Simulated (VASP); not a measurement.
# MnO (Fm-3m) in VASP: electric field gradients with PBE+U

Aim: the electric field gradients of MnO with PBE+U.

All numbers are computed with VASP 6.6.1; they aren't measurements. Logs are shortened: lines on timing, memory, paths and dates and some standing lists are left out, and cuts for length are marked.

## Step 1: The cell of the first run

The structure is cubic, space group Fm-3m (No. 225). The conventional cell has a = 4.446 Å, b = 4.446 Å, c = 4.446 Å, α = 90.00°, β = 90.00°, γ = 90.00°. Within 2.9 Å of Mn (site symmetry m-3m) lie 6 O at 2.22 Å. O (site symmetry m-3m) has 6 Mn at 2.22 Å within 2.9 Å.

## Step 2: Electric field gradients, PBE+U, collinear spin, ferromagnetic start

File INCAR:

```
ALGO = Normal ; EDIFF = 1E-8
ENCUT = 520 ; GGA = PE
ISIF = 2 ; ISMEAR = -1
ISPIN = 2 ; LASPH = True
LCHARG = False ; LDAU = True
LDAUJ = 0 0 ; LDAUL = 2 -1
LDAUPRINT = 1 ; LDAUTYPE = 2
LDAUU = 4.9 0 ; LEFG = True
LMAXMIX = 4 ; LORBIT = 11
LREAL = False ; LWAVE = False
MAGMOM = 5 0 ; NBANDS = 20
NELM = 150 ; PREC = Accurate
SIGMA = 0.05
```

File KPOINTS:

```
k-points
0
Gamma
  13 13 13
```

File POSCAR:

```
MnO
1.0
    0.0000000000      2.2230000000      2.2230000000
    2.2230000000      0.0000000000      2.2230000000
    2.2230000000      2.2230000000      0.0000000000
Mn O
1 1
Direct
    0.0000000000      0.0000000000      0.0000000000
    0.5000000000      0.5000000000      0.5000000000
```

Potentials or basis: VASP PAW PBE potentials, release 64 (Mn_pv, O).

Run with:

```
$ cat potpaw_PBE.64/Mn_pv/POTCAR potpaw_PBE.64/O/POTCAR > POTCAR
$ mpirun -np 1 vasp_std > vasp.out
```

OUTCAR:

```text
EDIFF = 1E-8
   ENCUT = 520
   GGA = PE
   ISIF = 2
   ISMEAR = -1
   ISPIN = 2
   LASPH = True
   LORBIT = 11
   LREAL = False
   NELM = 150
   PREC = Accurate

 ion  position               nearest neighbor table
   1  0.000  0.000  0.000-   2 2.22   2 2.22   2 2.22   2 2.22   2 2.22   2 2.22
   2  0.500  0.500  0.500-   1 2.22   1 2.22   1 2.22   1 2.22   1 2.22   1 2.22

  LATTYP: Found a face centered cubic cell.
 ALAT       =     4.4460000000

  Lattice vectors:

 A1 = (   0.0000000000,   2.2230000000,   2.2230000000)
 A2 = (   2.2230000000,   0.0000000000,   2.2230000000)
 A3 = (   2.2230000000,   2.2230000000,   0.0000000000)

Analysis of symmetry for initial positions (statically):
=====================================================================
 Subroutine PRICEL returns:
 Original cell was already a primitive cell.

 Routine SETGRP: Setting up the symmetry group for a
 face centered cubic supercell.

 Subroutine GETGRP returns: Found 48 space group operations
 (whereof 48 operations were pure point group operations)
 out of a pool of 48 trial point group operations.

The static configuration has the point symmetry O_h .

Analysis of symmetry for dynamics (positions and initial velocities):
=====================================================================
 Subroutine PRICEL returns:
 Original cell was already a primitive cell.

 Routine SETGRP: Setting up the symmetry group for a
 face centered cubic supercell.

 Subroutine GETGRP returns: Found 48 space group operations
 (whereof 48 operations were pure point group operations)
 out of a pool of 48 trial point group operations.

The dynamic configuration has the point symmetry O_h .

Analysis of structural, dynamic, and magnetic symmetry:
=====================================================================
 Subroutine PRICEL returns:
 Original cell was already a primitive cell.

 Routine SETGRP: Setting up the symmetry group for a
 face centered cubic supercell.

 Subroutine GETGRP returns: Found 48 space group operations
 (whereof 48 operations were pure point group operations)
 out of a pool of 48 trial point group operations.

[... 188 lines left out ...]
 fundamental gap:      0.4436398365
 Fermi energy:         7.0182411588

 spin component 1

 k-point     1 :       0.0000    0.0000    0.0000
  band No.  band energies     occupation
      1     -42.8502      1.00000
      2     -42.8502      1.00000
      3     -42.8502      1.00000
      4     -12.4000      1.00000
      5       2.3055      1.00000
      6       2.3055      1.00000
[... 1097 lines left out ...]
     19      31.8738      0.00000
     20      31.9878      0.00000

 [... further k-points ...]

------------------------ aborting loop because EDIFF is reached ----------------------------------------

  FORCE on cell =-STRESS in cart. coord.  units (eV):
  Direction    XX          YY          ZZ          XY          YZ          ZX
  --------------------------------------------------------------------------------------
  -------------------------------------------------------------------------------------
  Total        1.1264892      1.1264892      1.1264892      0.0000000      0.0000000      0.0000000
  in kB       82.1465307     82.1465307     82.1465307      0.0000000      0.0000000      0.0000000
  external PRESSURE =      82.1465307 kB  Pullay stress =       0.0000000 kB

 VOLUME and BASIS-vectors are now :
 -----------------------------------------------------------------------------
  energy-cutoff  :      520.00
  volume of cell :       21.97
      direct lattice vectors                 reciprocal lattice vectors
     0.000000000  2.223000000  2.223000000    -0.224921278  0.224921278  0.224921278
     2.223000000  0.000000000  2.223000000     0.224921278 -0.224921278  0.224921278
     2.223000000  2.223000000  0.000000000     0.224921278  0.224921278 -0.224921278

 POSITION                                       TOTAL-FORCE (eV/Angst)
 -----------------------------------------------------------------------------------
      0.00000      0.00000      0.00000        -0.000000     -0.000000     -0.000000
      2.22300      2.22300      2.22300         0.000000      0.000000      0.000000
 -----------------------------------------------------------------------------------
    total drift:                                0.000000     -0.000000     -0.000000

  FREE ENERGIE OF THE ION-ELECTRON SYSTEM (eV)
  ---------------------------------------------------
  free  energy   TOTEN  =       -15.2635001767 eV

  energy  without entropy=      -15.2634761219  energy(sigma->0) =      -15.26348815

 Electric field gradients (V/A^2)
---------------------------------------------------------------------
 ion       V_xx      V_yy      V_zz      V_xy      V_xz      V_yz
---------------------------------------------------------------------
   1       0.000     0.000    -0.000     0.004     0.004     0.004
   2       0.000     0.000     0.000     0.000     0.000     0.000
---------------------------------------------------------------------

 Electric field gradients after diagonalization (V/A^2)
 (convention: |V_zz| > |V_xx| > |V_yy|)
----------------------------------------------------------------------
 ion       V_xx      V_yy      V_zz     asymmetry (V_yy - V_xx)/ V_zz
----------------------------------------------------------------------
   1      -0.004    -0.004     0.007       0.000
   2      -0.000    -0.000     0.000       0.000
----------------------------------------------------------------------

           NMR quadrupolar parameters

 Cq : quadrupolar parameter    Cq=e*Q*V_zz/h
 eta: asymmetry parameters     (V_yy - V_xx)/ V_zz
 Q  : nuclear electric quadrupole moment in mb (millibarn)
----------------------------------------------------------------------
 ion       Cq(MHz)       eta       Q (mb)
----------------------------------------------------------------------
   1       0.000       0.000       1.000
   2       0.000       0.000       1.000
----------------------------------------------------------------------

 total charge

# of ion       s       p       d       tot
------------------------------------------
    1        0.208   6.185   4.959  11.352
    2        1.554   3.461   0.000   5.015
--------------------------------------------------
tot          1.763   9.646   4.959  16.367

 magnetization (x)

# of ion       s       p       d       tot
------------------------------------------
    1        0.033   0.027   4.591   4.650
    2        0.022   0.116   0.000   0.138
--------------------------------------------------
tot          0.054   0.143   4.591   4.788
```

OSZICAR:

```text
N       E                     dE             d eps       ncg     rms          rms(c)
DAV:   1     0.177961006074E+03    0.17796E+03   -0.10768E+04  6720   0.117E+03
DAV:   2    -0.712058680440E+01   -0.18508E+03   -0.17154E+03  6908   0.330E+02
DAV:   3    -0.158941664937E+02   -0.87736E+01   -0.87117E+01  7600   0.781E+01
DAV:   4    -0.159599067786E+02   -0.65740E-01   -0.65727E-01  7680   0.694E+00
DAV:   5    -0.159604788474E+02   -0.57207E-03   -0.57206E-03  7568   0.644E-01    0.144E+01
DAV:   6    -0.147776693545E+02    0.11828E+01   -0.81700E+00  9052   0.315E+01    0.138E+01
DAV:   7    -0.152179129910E+02   -0.44024E+00   -0.87553E-01  7256   0.106E+01    0.819E+00
DAV:   8    -0.152179493782E+02   -0.36387E-04   -0.13226E-01  7368   0.340E+00    0.502E+00
DAV:   9    -0.152637144837E+02   -0.45765E-01   -0.19514E-02  7208   0.156E+00    0.464E-01
DAV:  10    -0.152632862805E+02    0.42820E-03   -0.39916E-03  7612   0.714E-01    0.115E-01
DAV:  11    -0.152634360263E+02   -0.14975E-03   -0.28840E-04  7460   0.149E-01    0.509E-02
DAV:  12    -0.152634847103E+02   -0.48684E-04   -0.35583E-05  7460   0.613E-02    0.267E-02
DAV:  13    -0.152634999337E+02   -0.15223E-04   -0.47336E-06  7884   0.278E-02    0.564E-03
DAV:  14    -0.152635000204E+02   -0.86775E-07   -0.86923E-07  7560   0.731E-03    0.409E-03
DAV:  15    -0.152635001762E+02   -0.15574E-06   -0.18107E-07  7444   0.295E-03    0.190E-03
DAV:  16    -0.152635001767E+02   -0.55479E-09   -0.18352E-08  7148   0.130E-03
   1 F= -.15263500E+02 E0= -.15263488E+02  d E =-.240549E-04  mag=     5.0000
```

stdout:

```text
POSCAR found type information on POSCAR MnO
 POSCAR found :  2 types and       2 ions
 scaLAPACK will be used
 LDA part: xc-table for (Slater+PW92), standard interpolation
 POSCAR, INCAR and KPOINTS ok, starting setup
 FFT: planning ... GRIDC
 FFT: planning ... GRID_SOFT
 FFT: planning ... GRID
 WAVECAR not read
 entering main loop
ion   1

ion   2
```

Run time: 2.7 min. Hardware: 1 thread of AMD EPYC 7R13, shared host; peak memory 0.16 GiB.

What came out:

| Property | Result |
| --- | --- |
| Free energy | -15.2635 eV |
| Pressure | 8.2 GPa |
| Band gap on the k mesh | 0.44 eV (least direct gap 2.70 eV) |
| Net moment | 5.00 μB per cell |
| Site moments | Mn +4.65; O +0.14 μB |
| Largest electric field gradient by atom | under 0.05 V/Å² on every atom |
| Valence electrons inside the program's atomic spheres | Mn 11.35; O 5.01 |

Levels at points of the mesh, in eV from the valence-band top:
Spin up:
```
           k point  band 8  band 9  band 10  band 11  band 12  band 13  band 14  band 15  band 16  band 17
(0.00, 0.00, 0.00)   -4.10   -4.10    -2.53    -2.53    -2.53     0.44    14.84    16.38    16.38    16.38
```
Spin down:
| k point | band 5 | band 6 | band 7 | band 8 | band 9 | band 10 |
| --- | --- | --- | --- | --- | --- | --- |
| (0.00, 0.00, 0.00) | -2.25 | -2.25 | -2.25 | 1.80 | 3.82 | 3.82 |

Eigenvalues of the final occupation matrices:
| site | spin | trace | eigenvalues |
| --- | --- | --- | --- |
| site 1 d | 1 | 4.79 | 0.94 0.94 0.94 0.98 0.98 |
| site 1 d | 2 | 0.19 | 0.02 0.02 0.02 0.07 0.07 |

Caveat: the cell stands under pressure; semilocal functionals underestimate gaps, and a narrow one can read as zero; an odd mesh through Γ misses points on the zone boundary, where band edges can lie; a cell with one magnetic atom can't hold antiferromagnetic order, which such compounds often take. The state reached can hang on the start; a lower one may exist.
